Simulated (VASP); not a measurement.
# Tl (Fm-3m) in VASP: a series of runs, part 2 of 2

VASP 6.6.1.

## Step 4: Single point, PBE+D3(BJ)

Contents of INCAR:

```
SYSTEM = Tl
ALGO     = Fast           ! electronic algorithm
EDIFF    = 1E-7           ! SCF threshold, eV
ENCUT    = 520            ! plane-wave cutoff, eV
GGA      = PE             ! functional
ISIF     = 2              ! what is computed and relaxed
ISMEAR   = 0              ! smearing method
IVDW     = 12             ! dispersion correction
LASPH    = .True.         ! aspherical terms in the spheres
LCHARG   = .False.        ! write CHGCAR
LREAL    = .False.        ! projectors in reciprocal space
LWAVE    = .False.        ! write WAVECAR
NBANDS   = 12             ! bands
NELM     = 100            ! most SCF steps
PREC     = Accurate       ! precision mode
SIGMA    = 0.1            ! smearing width, eV
```

Contents of KPOINTS:

```
k-points
0
Gamma
  14 14 14
  0 0 0
```

Contents of POSCAR:

```
Tl
1.0
    0.0000000000      2.4482740324      2.4482740324
    2.4482740324      0.0000000000      2.4482740324
    2.4482740324      2.4482740324      0.0000000000
Tl
1
Direct
    0.0000000000      0.0000000000      0.0000000000
```

Potentials or basis: VASP PAW PBE potentials, release 64 (Tl_d).

On the command line:

```
> cat potpaw_PBE.64/Tl_d/POTCAR > POTCAR
> mpirun -np 1 vasp_std > vasp.out
```

OUTCAR:

```text
SYSTEM = Tl
   EDIFF = 1E-7
   ENCUT = 520
   GGA = PE
   ISIF = 2
   ISMEAR = 0
   IVDW = 12
   LASPH = .True.
   LREAL = .False.
   NELM = 100
   PREC = Accurate
 IVDW          = 12

 ion  position               nearest neighbor table
   1  0.000  0.000  0.000-

  LATTYP: Found a face centered cubic cell.
 ALAT       =     4.8965480648

  Lattice vectors:

 A1 = (   0.0000000000,   2.4482740324,   2.4482740324)
 A2 = (   2.4482740324,   0.0000000000,   2.4482740324)
 A3 = (   2.4482740324,   2.4482740324,   0.0000000000)

Analysis of symmetry for initial positions (statically):
=====================================================================
 Subroutine PRICEL returns:
 Original cell was already a primitive cell.

 Routine SETGRP: Setting up the symmetry group for a
 face centered cubic supercell.

 Subroutine GETGRP returns: Found 48 space group operations
 (whereof 48 operations were pure point group operations)
 out of a pool of 48 trial point group operations.

The static configuration has the point symmetry O_h .

Analysis of symmetry for dynamics (positions and initial velocities):
=====================================================================
 Subroutine PRICEL returns:
 Original cell was already a primitive cell.

 Routine SETGRP: Setting up the symmetry group for a
 face centered cubic supercell.

 Subroutine GETGRP returns: Found 48 space group operations
 (whereof 48 operations were pure point group operations)
 out of a pool of 48 trial point group operations.

The dynamic configuration has the point symmetry O_h .

 Subroutine INISYM returns: Found 48 space group operations
 (whereof 48 operations are pure point group operations),
 and found     1 'primitive' translations

----------------------------------------------------------------------------------------

                                     Primitive cell

  volume of cell :      29.3501

  direct lattice vectors                    reciprocal lattice vectors
     0.000000000  2.448274032  2.448274032    -0.204225505  0.204225505  0.204225505
     2.448274032  0.000000000  2.448274032     0.204225505 -0.204225505  0.204225505
     2.448274032  2.448274032  0.000000000     0.204225505  0.204225505 -0.204225505

  length of vectors
     3.462382341  3.462382341  3.462382341     0.353728950  0.353728950  0.353728950

  position of ions in fractional coordinates (direct lattice)
     0.000000000  0.000000000  0.000000000

  ion indices of the primitive-cell ions
   primitive index   ion index
                 1           1

----------------------------------------------------------------------------------------

 KPOINTS: k-points

Automatic generation of k-mesh.
 Grid dimensions read from file:
 generate k-points for:   14   14   14

 Generating k-lattice:

  Cartesian coordinates                     Fractional coordinates (reciprocal lattice)
    -0.014587536  0.014587536  0.014587536     0.071428571  0.000000000  0.000000000
     0.014587536 -0.014587536  0.014587536     0.000000000  0.071428571  0.000000000
     0.014587536  0.014587536 -0.014587536     0.000000000  0.000000000  0.071428571

  Length of vectors
     0.025266354  0.025266354  0.025266354

  Shift w.r.t. Gamma in fractional coordinates (k-lattice)
     0.000000000  0.000000000  0.000000000

 Subroutine IBZKPT returns following result:
 ===========================================

 Found    104 irreducible k-points:

 Following reciprocal coordinates:
            Coordinates               Weight
  0.000000  0.000000  0.000000      1.000000
  0.071429  0.000000  0.000000      8.000000
  0.142857  0.000000  0.000000      8.000000
  0.214286  0.000000  0.000000      8.000000
  0.285714  0.000000  0.000000      8.000000
  0.357143  0.000000  0.000000      8.000000
[... 16 lines left out ...]
  0.214286  0.142857  0.000000     24.000000
  0.285714  0.142857  0.000000     24.000000
 [... further k-points ...]
   k-points           NKPTS =    104   k-points in BZ     NKDIM =    104   number of bands    NBANDS=     12
   number of dos      NEDOS =    301   number of ions     NIONS =      1
   total plane-waves  NPLWV =  21952
   dimension x,y,z NGX =    28 NGY =   28 NGZ =   28
   dimension x,y,z NGXF=    56 NGYF=   56 NGZF=   56
   ions per type =               1
   NGX,Y,Z   is equivalent  to a cutoff of  13.44, 13.44, 13.44 a.u.
   NGXF,Y,Z  is equivalent  to a cutoff of  26.89, 26.89, 26.89 a.u.
 SYSTEM =  Tl
   PREC   = accura    normal or accurate (medium, high low for compatibility)
   ISTART =      0    job   : 0-new  1-cont  2-samecut
   ICHARG =      2    charge: 1-file 2-atom 10-const
   ISPIN  =      1    spin polarized calculation?
   LNONCOLLINEAR =      F non collinear calculations
   LSORBIT =      F    spin-orbit coupling
   LASPH  =      T    aspherical Exc in radial PAW
   ENCUT  =  520.0 eV  38.22 Ry    6.18 a.u.   6.44  6.44  6.44*2*pi/ulx,y,z
   NELM   =    100;   NELMIN=  2; NELMDL= -5     # of ELM steps
   EDIFF  = 0.1E-06   stopping-criterion for ELM
   LREAL  =      F    real-space projection
   EDIFFG = 0.1E-05   stopping-criterion for IOM
   NSW    =      0    number of steps for IOM
   IBRION =     -1    ionic relax: 0-MD 1-quasi-New 2-CG
   NFREE  =      0    steps in history (QN), initial steepest desc. (CG)
   ISIF   =      2    stress and relaxation
   ISYM   =      2    0-nonsym 1-usesym 2-fastsym
   POTIM  = 0.5000    time-step for ionic-motion
   TEBEG  =    0.0;   TEEND  =   0.0 temperature during run
   PSTRESS=    0.0 pullay stress
   NELECT =      13.0000    total number of electrons
   NUPDOWN=      -1.0000    fix difference up-down
   EMIN   =  10.00;   EMAX   =-10.00  energy-range for DOS
   EFERMI =   0.00;   METHOD = LEGACY
   ISMEAR =     0;   SIGMA  =   0.10  broadening in eV -4-tet -1-fermi 0-gaus
   EFERMI_NEDOS =   21; number of points for ismear=-14 and -15
   IALGO  =     68    algorithm
   IMIX   =      4    mixing-type and parameters
     AMIX     =   0.40;   BMIX     =  1.00
     AMIX_MAG =   1.60;   BMIX_MAG =  1.00
  volume/ion in A,a.u.               =      29.35       198.06
  Fermi-wavevector in a.u.,A,eV,Ry     =   1.247918  2.358222 21.188332  1.557298
  Thomas-Fermi vector in A             =   2.382028
   LORBIT       =      0    0 simple, 1 ext, 2 COOP (PROOUT), +10 PAW based schemes
   GGA     = PE    functional components
   LHFCALC =     F    Hartree Fock is set to
   AEXX    =    0.0000 exact exchange contribution
   IVDW    =    12    specifies the selected vdW correction
   LEPSILON=     F    determine dielectric tensor
   LRPA    =     F    only Hartree local field effects (RPA)
 non-spin polarized calculation
 RMM-DIIS sequential band-by-band and
 Gauss-broadening in eV      SIGMA  =   0.10
  energy-cutoff  :      520.00
  volume of cell :       29.35
 maximum number of plane-waves:       808
 NGX is ok and might be reduce to    28
   NGX = 13   NGY = 13   NGZ = 13

 number of electron      12.9999999 magnetization

 Free energy of the ion-electron system (eV)
  ---------------------------------------------------
  ext. energy  EPLUGINS =         0.00000000
  ---------------------------------------------------
  free energy    TOTEN  =        -2.19726513 eV

  energy without entropy =       -2.19403205  energy(sigma->0) =       -2.19564859

 E-fermi :   6.2790     XC(G=0): -10.0616

 val. band max:        6.1956710444   @ k =  -0.2857   0.5000   0.2143
 cond. band min:       6.2975344428   @ k =  -0.2857   0.4286   0.2143
 fundamental gap:      0.1018633984
 Fermi energy:         6.2789535290

 k-point     1 :       0.0000    0.0000    0.0000
  band No.  band energies     occupation
      1      -5.2723      2.00000
      2      -5.2723      2.00000
      3      -5.2723      2.00000
      4      -5.0140      2.00000
      5      -5.0140      2.00000
      6      -3.5647      2.00000
      7      16.3684      0.00000
      8      16.3684      0.00000
      9      16.3684      0.00000
     10      17.2203      0.00000
     11      20.3365      0.00000
     12      21.1615      0.00000
[... 331 lines left out ...]
 k-point    24 :       0.2857    0.1429    0.0000
  band No.  band energies     occupation
      1      -5.3736      2.00000
      2      -5.1832      2.00000
      3      -5.1237      2.00000
      4      -5.0750      2.00000
      5      -4.8962      2.00000
      6      -1.9519      2.00000
      7       9.8583      0.00000
      8      13.3621      0.00000
      9      13.8649      0.00000
     10      16.3564      0.00000
     11      18.2074      0.00000
     12      22.4862      0.00000

 [... further k-points ...]

------------------------ aborting loop because EDIFF is reached ----------------------------------------

 Edisp (eV)   -0.33367

 E8    (eV) :    -0.1745

  FORCE on cell =-STRESS in cart. coord.  units (eV):
  Direction    XX          YY          ZZ          XY          YZ          ZX
  --------------------------------------------------------------------------------------
  -------------------------------------------------------------------------------------
  Total      -0.00828    -0.00828    -0.00828    -0.00000     0.00000    -0.00000
  in kB      -0.45173    -0.45173    -0.45173    -0.00000     0.00000    -0.00000
  external pressure =       -0.45 kB  Pullay stress =        0.00 kB

 VOLUME and BASIS-vectors are now :
 -----------------------------------------------------------------------------
  energy-cutoff  :      520.00
  volume of cell :       29.35
      direct lattice vectors                 reciprocal lattice vectors
     0.000000000  2.448274032  2.448274032    -0.204225505  0.204225505  0.204225505
     2.448274032  0.000000000  2.448274032     0.204225505 -0.204225505  0.204225505
     2.448274032  2.448274032  0.000000000     0.204225505  0.204225505 -0.204225505

 POSITION                                       TOTAL-FORCE (eV/Angst)
 -----------------------------------------------------------------------------------
      0.00000      0.00000      0.00000         0.000000      0.000000      0.000000
 -----------------------------------------------------------------------------------
    total drift:                               -0.000000     -0.000000     -0.000000

  FREE ENERGIE OF THE ION-ELECTRON SYSTEM (eV)
  ---------------------------------------------------
  free  energy   TOTEN  =        -2.5309352128 eV

  energy  without entropy=       -2.5277021285  energy(sigma->0) =       -2.52931867
```

It took 44 s on 1 thread of Intel Xeon Platinum 8175M at 2.50GHz (Skylake/Cascade Lake), shared host; peak memory 0.18 GiB.

What came out:

```
Free energy                : -2.5309 eV
Pressure                   : 0.0 GPa
Dispersion energy per atom : -0.334 eV
```

Caveat: spin-orbit coupling is left out, which moves the levels of the heavy elements; pairwise dispersion overbinds metals, which lowers pressure and volume.

## Step 5: Relaxation of cell and atoms, PBE+D3(BJ)

This run uses another cell than the first one, of 30.00 Å³/atom, 1.022 times its volume.

Contents of INCAR:

```
SYSTEM = Tl
ALGO = Fast
EDIFF = 1E-6
EDIFFG = -0.005
ENCUT = 600
GGA = PE
IBRION = 2
ISIF = 3
ISMEAR = 0
IVDW = 12
LASPH = .TRUE.
LCHARG = .FALSE.
LREAL = .FALSE.
LWAVE = .FALSE.
NELM = 100
NSW = 100
PREC = Accurate
SIGMA = 0.1
```

Contents of KPOINTS:

```
k-points
0
G
  14 14 14
  0 0 0
```

Contents of POSCAR:

```
Tl
1.0
    0.0000000000      2.4663412330      2.4663412330
    2.4663412330      0.0000000000      2.4663412330
    2.4663412330      2.4663412330      0.0000000000
Tl
1
Direct
    0.0000000000      0.0000000000      0.0000000000
```

Potentials or basis: VASP PAW PBE potentials, release 64 (Tl_d).

On the command line:

```
> cat potpaw_PBE.64/Tl_d/POTCAR > POTCAR
> mpirun -np 1 vasp_std > vasp.out
```

OUTCAR:

```text
SYSTEM = Tl
   EDIFF = 1E-6
   EDIFFG = -0.005
   ENCUT = 600
   GGA = PE
   IBRION = 2
   ISIF = 3
   ISMEAR = 0
   IVDW = 12
   LASPH = .TRUE.
   LREAL = .FALSE.
   NELM = 100
   NSW = 100
   PREC = Accurate
 IVDW          = 12

 ion  position               nearest neighbor table
   1  0.000  0.000  0.000-

  LATTYP: Found a face centered cubic cell.
 ALAT       =     4.9326824660

  Lattice vectors:

 A1 = (   0.0000000000,   2.4663412330,   2.4663412330)
 A2 = (   2.4663412330,   0.0000000000,   2.4663412330)
 A3 = (   2.4663412330,   2.4663412330,   0.0000000000)

Analysis of symmetry for initial positions (statically):
=====================================================================
 Subroutine PRICEL returns:
 Original cell was already a primitive cell.

[... 179 lines left out ...]
  band No.  band energies     occupation
      1      -5.4694      2.00000
      2      -5.4694      2.00000
      3      -5.4694      2.00000
      4      -5.2256      2.00000
      5      -5.2256      2.00000
      6      -3.6436      2.00000
      7      15.9566      0.00000
      8      15.9566      0.00000
      9      15.9566      0.00000
     10      16.9629      0.00000
[... 415 lines left out ...]
--------------------------------------- Ionic step        4  -------------------------------------------

 number of electron      12.9999999 magnetization

 Free energy of the ion-electron system (eV)
  ---------------------------------------------------
  ext. energy  EPLUGINS =         0.00000000
  ---------------------------------------------------
  free energy    TOTEN  =        -2.19746921 eV

  energy without entropy =       -2.19423495  energy(sigma->0) =       -2.19585208

 E-fermi :   6.2751     XC(G=0): -10.0596

 val. band max:        6.1921906218   @ k =  -0.2857   0.5000   0.2143
 cond. band min:       6.2940043077   @ k =  -0.2857   0.4286   0.2143
 fundamental gap:      0.1018136859
 Fermi energy:         6.2750614372

 k-point     1 :       0.0000    0.0000    0.0000
  band No.  band energies     occupation
      1      -5.2763      2.00000
      2      -5.2763      2.00000
      3      -5.2763      2.00000
      4      -5.0183      2.00000
      5      -5.0183      2.00000
      6      -3.5661      2.00000
      7      16.3610      0.00000
      8      16.3610      0.00000
      9      16.3610      0.00000
     10      17.2160      0.00000
[... 331 lines left out ...]
  FREE ENERGIE OF THE ION-ELECTRON SYSTEM (eV)
  ---------------------------------------------------
  free  energy   TOTEN  =        -2.5310064342 eV

  energy  without entropy=       -2.5277721743  energy(sigma->0) =       -2.52938930

 reached required accuracy - stopping structural energy minimisation
```

CONTCAR:

```text
Tl
   1.00000000000000
     0.0000000000000000    2.4485877867173995    2.4485877867173995
     2.4485877867173995    0.0000000000000000    2.4485877867173995
     2.4485877867173995    2.4485877867173995    0.0000000000000000
  Tl
     1
Direct
     0.0000000000000000    0.0000000000000000    0.0000000000000000

  0.00000000E+00  0.00000000E+00  0.00000000E+00
```

It took 99 s on 1 thread of Intel Xeon Platinum 8175M at 2.50GHz (Skylake/Cascade Lake), shared host; peak memory 0.19 GiB.

Results:

* Free energy: -2.5310 eV
* Relaxed volume: 29.36 Å³/atom
* Relaxed cell: a = 3.463 Å, b = 3.463 Å, c = 3.463 Å, α = 60.00°, β = 60.00°, γ = 60.00°
* Space group after relaxing (to 0.05 Å): Fm-3m (No. 225)
* Energy gained by relaxing: 1.4 meV/atom
* Ionic steps: 4
* Pressure after relaxing: 0.0 GPa
* Dispersion energy per atom: -0.334 eV

Step by step:
```
step  energy change (eV)  largest force (eV/Å)  pressure (GPa)  volume (Å³)
   1              0.0000                0.0000           -0.68        30.00
   2             -0.0013                0.0000           -0.05        29.46
   3             -0.0014                0.0000           -0.03        29.43
   4             -0.0014                0.0000            0.02        29.36
```

Final structure:
```yaml
crystal:
  lattice:
    - [0.00000, 2.44859, 2.44859]
    - [2.44859, 0.00000, 2.44859]
    - [2.44859, 2.44859, 0.00000]
  atoms:
    - { symbol: Tl, position: [0.00000, 0.00000, 0.00000] }
```

Levels at points of the mesh, in eV from the Fermi level:
```
           k point  band 2  band 3  band 4  band 5  band 6  band 7  band 8  band 9  band 10
(0.00, 0.00, 0.00)  -11.55  -11.55  -11.29  -11.29   -9.84   10.09   10.09   10.09    10.94
(0.50, 0.00, 0.00)  -11.54  -11.54  -11.06  -11.06   -5.30   -2.78    8.07    8.07    10.36
(0.50, 0.50, 0.00)  -11.78  -11.08  -11.00  -11.00   -3.64   -1.72    4.03    4.03     7.40
```

Caveat: spin-orbit coupling is left out, which moves the levels of the heavy elements; pairwise dispersion overbinds metals, which lowers pressure and volume.
